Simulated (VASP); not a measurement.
Write the native input for VASP 6.6.1 that does the following.

```yaml
Task: single point
Functional: PBE
Potentials_or_basis: VASP PAW PBE potentials, release 64 (Pr_3, Y_sv, Se), 4f in core
Cutoff: 500 eV
k_mesh: 2 × 2 × 2
Occupations: gaussian, width 0.15 eV
Spin: no spin polarisation
Dipole_correction: no
Mended: yes
Further_INCAR_settings: ALGO = Normal; EDIFF = 1e-06; NBANDS = 28
```

The structure of PrYSe3 lies in POSCAR:

```
PrYSe3
1.0
    5.4123722215      0.0000000000      0.0000000000
    0.0000000000      5.4123722215      0.0000000000
    0.0000000000      0.0000000000      5.4123722215
Pr Y Se
1 1 3
Direct
    0.0000000000      0.0000000000      0.0000000000
    0.5000000000      0.5000000000      0.5000000000
    0.0000000000      0.5000000000      0.5000000000
    0.5000000000      0.0000000000      0.5000000000
    0.5000000000      0.5000000000      0.0000000000
```

The cell was built from a structure type or drawn by symmetry, and may not be a known phase.

The input as run:

INCAR

```
SYSTEM = PrYSe3
  ALGO = Normal
  EDIFF = 1E-6
  ENCUT = 500
  GGA = PE
  GGA_COMPAT = .FALSE.
  ISIF = 2
  ISMEAR = 0
  LASPH = .TRUE.
  LCHARG = .FALSE.
  LMAXMIX = 6
  LREAL = .FALSE.
  LWAVE = .FALSE.
  NBANDS = 28
  NELM = 200
  PREC = Accurate
  SIGMA = 0.15
```

KPOINTS

```
k-points
0
G
  2 2 2
  0 0 0
```

Potentials or basis: VASP PAW PBE potentials, release 64 (Pr_3, Y_sv, Se), 4f in core.

Run with:

```sh
$ cat potpaw_PBE.64/Pr_3/POTCAR potpaw_PBE.64/Y_sv/POTCAR potpaw_PBE.64/Se/POTCAR > POTCAR
$ mpirun -np 1 vasp_std > vasp.out
```

Results of the run:

| Item | Value |
| --- | --- |
| Pressure | -0.4 GPa |
| Band gap on the k mesh | 0.29 eV (least direct gap 0.58 eV) |

Caveat: the k points lie up to 0.58 Å⁻¹ apart; spin-orbit coupling is left out, which moves the levels of the heavy elements; the 4f electrons are frozen in the core, so they carry no moment and show no levels.

It took 26 s on 1 thread of AMD EPYC 7R43 64-Core Processor (Zen 3), with other jobs on the host, peak memory 0.21 GiB.
